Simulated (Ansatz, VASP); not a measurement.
**AgCl in VASP and in Ansatz**

The input INCAR:

```
SYSTEM = AgCl
PREC = Accurate
ENCUT = 500
EDIFF = 1E-7
ISMEAR = 0
SIGMA = 0.02
LREAL = .FALSE.
LASPH = .TRUE.
NELM = 120
ALGO = Normal
ISIF = 3
LWAVE = .FALSE.
LCHARG = .FALSE.
GGA = PE
IBRION = 2
NSW = 100
EDIFFG = -0.002
GGA_COMPAT = .FALSE.
NELMIN = 4
```

File KPOINTS:

```
Automatic mesh
0
G
  8 8 8
  0 0 0
```

POSCAR

```
AgCl
1.0
    0.0000000000      2.7350000000      2.7350000000
    2.7350000000      0.0000000000      2.7350000000
    2.7350000000      2.7350000000      0.0000000000
Ag Cl
1 1
Direct
    0.0000000000      0.0000000000      0.0000000000
    0.5000000000      0.5000000000      0.5000000000
```

Input for Ansatz:

```yaml
crystal:
  lattice:
    - [0.0, 2.735, 2.735]
    - [2.735, 0.0, 2.735]
    - [2.735, 2.735, 0.0]
  atoms:
    - { symbol: Ag, position: [0.0, 0.0, 0.0] }
    - { symbol: Cl, position: [0.5, 0.5, 0.5] }
basis:
  ecutwfc: 420
kpoints:
  mp_grid: { grid: [8, 8, 8] }
hamiltonian:
  xc: pbe
  pseudopotentials: { kind: paw }
scf:
  occupations: { method: gaussian, width: 0.02 }
output:
  forces: true
  stress: true
  eigenvalues: true
relax:
  adjacent_minimum: "off"
  f_tol: 0.002
  max_steps: 80
  cell: { stress_tol: 0.02 }
```

Alike in both runs: task relaxation of cell and atoms; functional PBE; k mesh 8 × 8 × 8; occupations gaussian, width 0.02 eV; no spin polarisation.

|  | VASP | Ansatz |
| --- | --- | --- |
| version | VASP 6.6.1 | Ansatz 0.2.0 |
| potentials or method | VASP PAW PBE potentials, release 64 (Ag, Cl), cutoff 500 eV | scalar-relativistic, plane waves, PAW |
| valence electrons in the cell | 18 | 26 |

|  | VASP | Ansatz | Ansatz less VASP |
| --- | --- | --- | --- |
| gap on the k mesh at the Fermi level, each at its own relaxed structure (eV) | 0.92 | 0.92 | +0.004 |
| relaxed volume (Å³/atom) | 22.03 | 22.09 | +0.064 |
| relaxed length of the cell vector where the two differ most in proportion (Å) | 3.964 | 3.968 | +0.0038 |

VASP's potentials hold 18 valence electrons a cell and Ansatz's 26, so a difference there can come from the potentials and not from the codes.
